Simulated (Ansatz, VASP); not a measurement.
## One calculation of TiAl, two programs

Contents of INCAR:

```
SYSTEM = TiAl
ALGO     = Fast           ! electronic algorithm
EDIFF    = 1E-6           ! SCF threshold, eV
ENCUT    = 520            ! plane-wave cutoff, eV
GGA      = PS             ! functional
ISIF     = 2              ! what is computed and relaxed
ISMEAR   = 0              ! smearing method
LASPH    = .True.         ! aspherical terms in the spheres
LCHARG   = .False.        ! write CHGCAR
LREAL    = .False.        ! projectors in reciprocal space
LWAVE    = .False.        ! write WAVECAR
NBANDS   = 23             ! bands
NELM     = 80             ! most SCF steps
PREC     = Accurate       ! precision mode
SIGMA    = 0.15           ! smearing width, eV
```

File KPOINTS:

```
k-points
0
Gamma
  16 16 16
  0 0 0
```

POSCAR

```
TiAl
1.0
   -2.8475477342      0.0000000000      0.0000000000
    0.0000000000      4.9320973526      0.0000000000
    1.4237738671     -2.4660486763     -4.6191923826
Ti Al
2 2
Direct
    0.5042409781      0.5042409781      0.0084819561
   -0.0042409781     -0.0042409781     -0.0084819561
    0.7500000000      0.0602194343      0.5000000000
    0.2500000000      0.6064472323      0.5000000000
```

Input for Ansatz:

```yaml
crystal:
  lattice:
    - [-2.8475477342, 0.0, 0.0]
    - [0.0, 4.9320973526, 0.0]
    - [1.4237738671, -2.4660486763, -4.6191923826]
  atoms:
    - { symbol: Ti, position: [0.5042409781, 0.5042409781, 0.0084819561] }
    - { symbol: Ti, position: [-0.0042409781, -0.0042409781, -0.0084819561] }
    - { symbol: Al, position: [0.75, 0.0602194343, 0.5] }
    - { symbol: Al, position: [0.25, 0.6064472323, 0.5] }
basis:
  ecutwfc: 520.0
kpoints:
  mp_grid: { grid: [16, 16, 16] }
hamiltonian:
  xc: pbesol
  pseudopotentials: { kind: paw, azcp: { folder: soft_1 } }
scf:
  occupations: { method: gaussian, width: 0.15 }
output:
  forces: true
  stress: true
  eigenvalues: true
```

Change from the starting cell: mode 6 frozen in at +0.000 Å and mode 11 at -0.114 Å (largest displacements).

Alike in both runs: task single point; functional PBEsol; k mesh 16 × 16 × 16; occupations gaussian, width 0.15 eV; no spin polarisation.

|  | VASP | Ansatz |
| --- | --- | --- |
| version | VASP 6.6.1 | Ansatz 0.2.0 |
| potentials or method | VASP PAW PBE potentials, release 64 (Ti_sv, Al), cutoff 520 eV | scalar-relativistic, plane waves, PAW |
| valence electrons in the cell | 30 | 30 |

Ansatz gave:

| Property | Result |
| --- | --- |
| gap on the k mesh at the Fermi level (eV) | none |
| pressure (GPa) | 1.1 |
| traceless stress, the component that is largest in VASP (GPa) | 0.65 |
| rms of the force components (eV/Å) | 0.556 |

Question: Which values does VASP return?

Answer: gap on the k mesh at the Fermi level (eV): none; pressure (GPa): 1.1; traceless stress, the component that is largest in VASP (GPa): 0.61; rms of the force components (eV/Å): 0.559.

VASP's potentials were made for PBE, not for PBEsol, and Ansatz warns of the same on its side. Atom by atom the forces differ by 0.003 eV/Å (rms over components). A gap of «none» marks a metal or a gap that the smearing closes. With one functional, cell and mesh, what is left measures potentials, basis and numerics.
